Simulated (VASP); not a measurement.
# Re (Fm-3m) in VASP: settings compared

Re is run at these levels: PBE, PBEsol, RPBE, revPBE; tasks: relaxation of cell and atoms.

Everything below comes from runs of VASP 6.6.1. Logs are shortened: lines on timing, memory, paths and dates and some standing lists are left out, and cuts for length are marked.

## (1) The cell of the first run

Symmetry: Fm-3m, No. 225, cubic system. The conventional cell has a = 3.950 Å, b = 3.950 Å, c = 3.950 Å, α = 90.00°, β = 90.00°, γ = 90.00°. Re (site symmetry m-3m) has 12 Re at 2.79 Å within 3.7 Å.

## (2) Relaxation of cell and atoms, PBE

File INCAR:

```
ALGO = Fast
EDIFF = 1E-6
EDIFFG = -0.01
ENCUT = 600
GGA = PE
IBRION = 2
ISIF = 3
ISMEAR = -1
LASPH = True
LCHARG = False
LREAL = False
LWAVE = False
NELM = 60
NSW = 60
PREC = Accurate
SIGMA = 0.05
```

File KPOINTS:

```
k-points
0
Gamma
  12 12 12
```

File POSCAR:

```
Re
1.0
    0.0000000000      1.9750000000      1.9750000000
    1.9750000000      0.0000000000      1.9750000000
    1.9750000000      1.9750000000      0.0000000000
Re
1
Direct
    0.0000000000      0.0000000000      0.0000000000
```

Potentials or basis: VASP PAW PBE potentials, release 64 (Re).

Run with:

```console
> cat potpaw_PBE.64/Re/POTCAR > POTCAR
> mpirun -np 1 vasp_std > vasp.out
```

OUTCAR:

```text
EDIFF = 1E-6
   EDIFFG = -0.01
   ENCUT = 600
   GGA = PE
   IBRION = 2
   ISIF = 3
   ISMEAR = -1
   LASPH = True
   LREAL = False
   NELM = 60
   NSW = 60
   PREC = Accurate

 ion  position               nearest neighbor table
   1  0.000  0.000  0.000-

  LATTYP: Found a face centered cubic cell.
 ALAT       =     3.9500000000

  Lattice vectors:

 A1 = (   0.0000000000,   1.9750000000,   1.9750000000)
 A2 = (   1.9750000000,   0.0000000000,   1.9750000000)
 A3 = (   1.9750000000,   1.9750000000,   0.0000000000)

Analysis of symmetry for initial positions (statically):
=====================================================================
 Subroutine PRICEL returns:
 Original cell was already a primitive cell.

 Routine SETGRP: Setting up the symmetry group for a
 face centered cubic supercell.

 Subroutine GETGRP returns: Found 48 space group operations
[... 9 lines left out ...]

 Routine SETGRP: Setting up the symmetry group for a
 face centered cubic supercell.

 Subroutine GETGRP returns: Found 48 space group operations
[... 11 lines left out ...]
                                     Primitive cell

  volume of cell :      15.4075

  direct lattice vectors                    reciprocal lattice vectors
     0.000000000  1.975000000  1.975000000    -0.253164557  0.253164557  0.253164557
     1.975000000  0.000000000  1.975000000     0.253164557 -0.253164557  0.253164557
     1.975000000  1.975000000  0.000000000     0.253164557  0.253164557 -0.253164557

  length of vectors
     2.793071786  2.793071786  2.793071786     0.438493875  0.438493875  0.438493875

  position of ions in fractional coordinates (direct lattice)
     0.000000000  0.000000000  0.000000000

  ion indices of the primitive-cell ions
   primitive index   ion index
                 1           1

----------------------------------------------------------------------------------------

 KPOINTS: k-points

Automatic generation of k-mesh.
 Grid dimensions read from file:
 generate k-points for:   12   12   12

 Generating k-lattice:

  Cartesian coordinates                     Fractional coordinates (reciprocal lattice)
    -0.021097046  0.021097046  0.021097046     0.083333333  0.000000000  0.000000000
     0.021097046 -0.021097046  0.021097046     0.000000000  0.083333333  0.000000000
     0.021097046  0.021097046 -0.021097046     0.000000000  0.000000000  0.083333333

  Length of vectors
     0.036541156  0.036541156  0.036541156

  Shift w.r.t. Gamma in fractional coordinates (k-lattice)
     0.000000000  0.000000000  0.000000000

 Subroutine IBZKPT returns following result:
 ===========================================

 Found     72 irreducible k-points:

 Following reciprocal coordinates:
            Coordinates               Weight
  0.000000  0.000000  0.000000      1.000000
  0.083333  0.000000  0.000000      8.000000
  0.166667  0.000000  0.000000      8.000000
  0.250000  0.000000  0.000000      8.000000
  0.333333  0.000000  0.000000      8.000000
  0.416667  0.000000  0.000000      8.000000
[... 16 lines left out ...]
  0.500000  0.166667  0.000000     24.000000
 -0.416667  0.166667  0.000000     24.000000
 [... further k-points ...]
   k-points           NKPTS =     72   k-points in BZ     NKDIM =     72   number of bands    NBANDS=      7
   number of dos      NEDOS =    301   number of ions     NIONS =      1
   total plane-waves  NPLWV =  13824
   dimension x,y,z NGX =    24 NGY =   24 NGZ =   24
   dimension x,y,z NGXF=    48 NGYF=   48 NGZF=   48
   ions per type =               1
   NGX,Y,Z   is equivalent  to a cutoff of  14.28, 14.28, 14.28 a.u.
   NGXF,Y,Z  is equivalent  to a cutoff of  28.57, 28.57, 28.57 a.u.
 SYSTEM =  unknown system
   PREC   = accura    normal or accurate (medium, high low for compatibility)
   ISTART =      0    job   : 0-new  1-cont  2-samecut
   ICHARG =      2    charge: 1-file 2-atom 10-const
   ISPIN  =      1    spin polarized calculation?
   LNONCOLLINEAR =      F non collinear calculations
   LSORBIT =      F    spin-orbit coupling
   LASPH  =      T    aspherical Exc in radial PAW
   ENCUT  =  600.0 eV  44.10 Ry    6.64 a.u.   5.58  5.58  5.58*2*pi/ulx,y,z
   NELM   =     60;   NELMIN=  2; NELMDL= -5     # of ELM steps
   EDIFF  = 0.1E-05   stopping-criterion for ELM
   LREAL  =      F    real-space projection
   EDIFFG = -.1E-01   stopping-criterion for IOM
   NSW    =     60    number of steps for IOM
   IBRION =      2    ionic relax: 0-MD 1-quasi-New 2-CG
   NFREE  =      1    steps in history (QN), initial steepest desc. (CG)
   ISIF   =      3    stress and relaxation
   ISYM   =      2    0-nonsym 1-usesym 2-fastsym
   POTIM  = 0.5000    time-step for ionic-motion
   TEBEG  =    0.0;   TEEND  =   0.0 temperature during run
   PSTRESS=    0.0 pullay stress
   NELECT =       7.0000    total number of electrons
   NUPDOWN=      -1.0000    fix difference up-down
   EMIN   =  10.00;   EMAX   =-10.00  energy-range for DOS
   EFERMI =   0.00;   METHOD = LEGACY
   ISMEAR =    -1;   SIGMA  =   0.05  broadening in eV -4-tet -1-fermi 0-gaus
   EFERMI_NEDOS =   21; number of points for ismear=-14 and -15
   IALGO  =     68    algorithm
   IMIX   =      4    mixing-type and parameters
     AMIX     =   0.40;   BMIX     =  1.00
     AMIX_MAG =   1.60;   BMIX_MAG =  1.00
  volume/ion in A,a.u.               =      15.41       103.97
  Fermi-wavevector in a.u.,A,eV,Ry     =   1.258531  2.378278 21.550255  1.583899
  Thomas-Fermi vector in A             =   2.392135
   LORBIT       =      0    0 simple, 1 ext, 2 COOP (PROOUT), +10 PAW based schemes
   GGA     = PE    functional components
   LHFCALC =     F    Hartree Fock is set to
   AEXX    =    0.0000 exact exchange contribution
   IVDW    =     0    specifies the selected vdW correction
   LEPSILON=     F    determine dielectric tensor
   LRPA    =     F    only Hartree local field effects (RPA)
 conjugate gradient relaxation of ions
 non-spin polarized calculation
 RMM-DIIS sequential band-by-band and
  energy-cutoff  :      600.00
  volume of cell :       15.41
 maximum number of plane-waves:       532
 NGX is ok and might be reduce to    24
   NGX = 11   NGY = 11   NGZ = 11

--------------------------------------- Ionic step        1  -------------------------------------------

 number of electron       7.0000000 magnetization

 Free energy of the ion-electron system (eV)
  ---------------------------------------------------
  ext. energy  EPLUGINS =         0.00000000
  ---------------------------------------------------
  free energy    TOTEN  =       -12.35688048 eV

  energy without entropy =      -12.35130226  energy(sigma->0) =      -12.35409137

------------------------ aborting loop because EDIFF is reached ----------------------------------------

  FORCE on cell =-STRESS in cart. coord.  units (eV):
  Direction    XX          YY          ZZ          XY          YZ          ZX
  --------------------------------------------------------------------------------------
  -------------------------------------------------------------------------------------
  Total       -0.9288260     -0.9288260     -0.9288260      0.0000000      0.0000000      0.0000000
  in kB      -96.5858846    -96.5858846    -96.5858846      0.0000000      0.0000000      0.0000000
  external PRESSURE =     -96.5858846 kB  Pullay stress =       0.0000000 kB

 VOLUME and BASIS-vectors are now :
 -----------------------------------------------------------------------------
  energy-cutoff  :      600.00
  volume of cell :       15.41
      direct lattice vectors                 reciprocal lattice vectors
     0.000000000  1.975000000  1.975000000    -0.253164557  0.253164557  0.253164557
     1.975000000  0.000000000  1.975000000     0.253164557 -0.253164557  0.253164557
     1.975000000  1.975000000  0.000000000     0.253164557  0.253164557 -0.253164557
[... 141 lines left out ...]
 POSITION                                       TOTAL-FORCE (eV/Angst)
 -----------------------------------------------------------------------------------
      0.00000      0.00000      0.00000         0.000000     -0.000000      0.000000
 -----------------------------------------------------------------------------------
    total drift:                                0.000000      0.000000      0.000000

  FREE ENERGIE OF THE ION-ELECTRON SYSTEM (eV)
  ---------------------------------------------------
  free  energy   TOTEN  =       -12.3698395806 eV

  energy  without entropy=      -12.3644871726  energy(sigma->0) =      -12.36716338

--------------------------------------- Ionic step        6  -------------------------------------------

 number of electron       7.0000001 magnetization

 Free energy of the ion-electron system (eV)
  ---------------------------------------------------
  ext. energy  EPLUGINS =         0.00000000
  ---------------------------------------------------
  free energy    TOTEN  =       -12.36992336 eV

  energy without entropy =      -12.36455493  energy(sigma->0) =      -12.36723914

 E-fermi :   7.9147     XC(G=0): -13.6328

 val. band max:        7.8923171398   @ k =   0.5000   0.4167   0.0833
 cond. band min:       7.9182109733   @ k =  -0.1667   0.2500   0.0833
 fundamental gap:      0.0258938336
 Fermi energy:         7.9146906185

 k-point     1 :       0.0000    0.0000    0.0000
  band No.  band energies     occupation
      1      -2.0748      2.00000
      2       6.0591      2.00000
      3       6.0591      2.00000
      4       6.0591      2.00000
      5       9.1612      0.00000
      6       9.1612      0.00000
      7      21.8251      0.00000

 k-point     2 :       0.0833    0.0000    0.0000
  band No.  band energies     occupation
      1      -1.7608      2.00000
      2       5.8516      2.00000
      3       6.2029      2.00000
      4       6.2029      2.00000
      5       9.0501      0.00000
      6       9.0501      0.00000
      7      22.4267      0.00000
[... 201 lines left out ...]
 k-point    23 :       0.5000    0.1667    0.0000
  band No.  band energies     occupation
      1       2.1159      2.00000
      2       4.7697      2.00000
      3       6.2701      2.00000
      4       6.9055      2.00000
      5      11.7409      0.00000
      6      13.2604      0.00000
      7      17.4654      0.00000

 k-point    24 :      -0.4167    0.1667    0.0000
  band No.  band energies     occupation
      1       2.2013      2.00000
      2       4.8239      2.00000
      3       6.5602      2.00000
      4       6.7710      2.00000
      5      11.0772      0.00000
      6      13.8897      0.00000
      7      17.3225      0.00000

 [... further k-points ...]
[... 5 lines left out ...]
  --------------------------------------------------------------------------------------
  -------------------------------------------------------------------------------------
  Total        0.0089581      0.0089581      0.0089581      0.0000000      0.0000000      0.0000000
  in kB        0.9579941      0.9579941      0.9579941      0.0000000      0.0000000      0.0000000
  external PRESSURE =       0.9579941 kB  Pullay stress =       0.0000000 kB

 VOLUME and BASIS-vectors are now :
 -----------------------------------------------------------------------------
  energy-cutoff  :      600.00
  volume of cell :       14.98
      direct lattice vectors                 reciprocal lattice vectors
     0.000000000  1.956644592  1.956644592    -0.255539510  0.255539510  0.255539510
     1.956644592 -0.000000000  1.956644592     0.255539510 -0.255539510  0.255539510
     1.956644592  1.956644592  0.000000000     0.255539510  0.255539510 -0.255539510

 POSITION                                       TOTAL-FORCE (eV/Angst)
 -----------------------------------------------------------------------------------
      0.00000      0.00000      0.00000         0.000000     -0.000000      0.000000
 -----------------------------------------------------------------------------------
    total drift:                               -0.000000      0.000000     -0.000000

  FREE ENERGIE OF THE ION-ELECTRON SYSTEM (eV)
  ---------------------------------------------------
  free  energy   TOTEN  =       -12.3699233570 eV

  energy  without entropy=      -12.3645549265  energy(sigma->0) =      -12.36723914

 reached required accuracy - stopping structural energy minimisation
```

Run time: 14 s. Hardware: 1 thread of Intel Xeon 6975P-C (Granite Rapids), shared host; peak memory 0.16 GiB.

What came out:

* Free energy: -12.3699 eV
* Relaxed volume: 14.98 Å³/atom
* Relaxed cell: a = 2.767 Å, b = 2.767 Å, c = 2.767 Å, α = 60.00°, β = 60.00°, γ = 60.00°
* Space group after relaxing (to 0.05 Å): Fm-3m (No. 225)
* Energy gained by relaxing: 13.0 meV/atom
* Ionic steps: 6
* Pressure after relaxing: 0.1 GPa

Step by step:
```csv
step,energy change (eV),largest force (eV/Å),pressure (GPa),volume (Å³)
1,0.0000,0.0000,-9.66,15.41
2,0.2168,0.0000,52.27,13.43
3,-0.0130,0.0000,-0.41,15.01
4,-0.0130,0.0000,-0.30,14.99
5,-0.0130,0.0000,0.77,14.95
6,-0.0130,0.0000,0.10,14.98
```

Final structure:
```xyz
1
Lattice="0.0000 1.9566 1.9566 1.9566 0.0000 1.9566 1.9566 1.9566 0.0000" Properties=species:S:1:pos:R:3 pbc="T T T"
Re    0.0000    0.0000    0.0000
```

Levels at points of the mesh, in eV from the Fermi level:
| k point | band 1 | band 2 | band 3 | band 4 | band 5 | band 6 | band 7 |
| --- | --- | --- | --- | --- | --- | --- | --- |
| (0.00, 0.00, 0.00) | -9.99 | -1.86 | -1.86 | -1.86 | 1.25 | 1.25 | 13.91 |
| (0.50, 0.00, 0.00) | -6.74 | -2.06 | -2.06 | 0.21 | 3.73 | 3.73 | 9.72 |
| (0.50, 0.50, 0.00) | -6.66 | -5.80 | 2.74 | 3.68 | 4.45 | 4.45 | 12.15 |

Caveat: spin-orbit coupling is left out, which moves the levels of the heavy elements.

(Part 1 of 2 ends here.)
